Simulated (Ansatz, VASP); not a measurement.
## One calculation of As, two programs

```
As
1.0
     3.57049    0.00000    0.00000
    -1.78524    3.09213    0.00000
     0.00000    0.00000   19.39812
As
2
Direct
  0.33333 0.66667 0.46396
  0.66667 0.33333 0.53604
```

Alike in both runs: functional PBE; dispersion D3(BJ); k mesh 9 × 9 × 1; occupations gaussian, width 0.05 eV; no spin polarisation.

Ansatz relaxed the structure, and its values are those at the end. VASP's run is a single point on that final structure, the one shown.

|  | VASP | Ansatz |
| --- | --- | --- |
| version | VASP 6.6.1 | Ansatz 0.2.0 |
| potentials or method | VASP PAW PBE potentials, release 64 (As_d), cutoff 400 eV | scalar-relativistic, plane waves, PAW |
| valence electrons in the cell | 30 | 30 |

```tsv
	VASP	Ansatz	Ansatz less VASP
gap on the k mesh at the Fermi level (eV)	1.55	1.55	-0.004
rms of the force components (eV/Å)	0.010	0.002	-0.0085
```
